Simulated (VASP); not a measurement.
Na2Al2O:

```xyz
5
Lattice="4.0015 0.0000 0.0000 -2.0007 3.4654 0.0000 0.0000 0.0000 6.3133" Properties=species:S:1:pos:R:3 pbc="T T T"
Na    2.0007    1.1551    2.2505
Na    0.0000    2.3102    4.0628
Al    2.0007    1.1551    4.6679
Al    0.0000    2.3102    1.6454
O     0.0000    0.0000    0.0000
```

| Property | Result |
| --- | --- |
| Program | VASP 6.6.1 |
| Task | relaxation of cell and atoms |
| Functional | PBE |
| Potentials or basis | VASP PAW PBE potentials, release 64 (Na_pv, Al, O) |
| Cutoff | 600 eV |
| k mesh | 6 × 6 × 4 |
| Occupations | gaussian, width 0.1 eV |
| Spin | no spin polarisation |

At the start: pressure 16.9 GPa; volume 17.51 Å³/atom.

**Question.** How do energy, volume and symmetry change on relaxing?

**Answer.** Over 27 steps the energy falls by 1513.8 meV/atom and the volume is 16.59 Å³/atom (-5.3 %); space group P-3m1 (No. 164, to 0.05 Å).

Step by step:
| step | energy change (eV) | largest force (eV/Å) | pressure (GPa) | volume (Å³) |
| --- | --- | --- | --- | --- |
| 1 | 0.0000 | 4.8103 | 16.92 | 87.54 |
| 2 | -2.9655 | 2.6584 | 0.49 | 113.09 |
| 3 | -3.3435 | 2.1742 | -2.36 | 124.20 |
| 4 | -3.4073 | 1.5563 | -5.33 | 148.52 |
| 5 | -3.4809 | 1.8339 | -4.13 | 135.53 |
| 6 | -4.2388 | 1.8409 | -3.82 | 126.33 |
| 7 | -5.3501 | 1.1233 | 2.30 | 101.03 |
| 8 | -5.3716 | 0.8305 | 0.34 | 105.15 |
| 9 | -5.3794 | 0.9354 | 1.06 | 103.48 |
| 10 | -5.8512 | 0.6756 | 2.04 | 101.19 |
| 11 | -5.9372 | 0.7238 | 3.44 | 99.56 |
| 12 | -6.2228 | 0.4486 | -1.13 | 111.23 |
| 13 | -6.2267 | 0.3881 | -1.98 | 114.70 |
| 14 | -6.4767 | 0.5326 | -1.30 | 111.47 |
| 15 | -7.1495 | 0.7168 | 0.79 | 97.67 |
| 16 | 0.3168 | 2.8675 | 31.86 | 59.04 |
| 17 | -7.2581 | 0.2508 | -0.04 | 96.33 |
| 18 | -7.2628 | 0.2114 | -0.12 | 78.65 |
| 19 | -7.4248 | 0.3268 | -0.17 | 91.56 |
| 20 | -7.5261 | 0.3587 | -0.52 | 85.27 |
| 21 | -7.5240 | 0.3926 | -0.51 | 86.51 |
| 22 | -7.5571 | 0.2340 | 0.19 | 83.65 |
| 23 | -7.5584 | 0.2106 | 0.04 | 84.11 |
| 24 | -7.5625 | 0.1560 | -0.88 | 83.41 |
| 25 | -7.5669 | 0.0990 | -0.53 | 83.71 |
| 26 | -7.5523 | 0.2466 | 1.87 | 80.86 |
| 27 | -7.5690 | 0.0195 | 0.10 | 82.94 |

Final structure:
```xyz
5
Lattice="3.0607 0.0000 0.0000 -1.5303 2.6506 0.0000 0.0000 0.0000 10.2235" Properties=species:S:1:pos:R:3 pbc="T T T"
Na    1.5303    0.8835    3.7835
Na    0.0000    1.7671    6.4400
Al    1.5303    0.8835    8.8717
Al    0.0000    1.7671    1.3517
O     0.0000    0.0000    0.0000
```
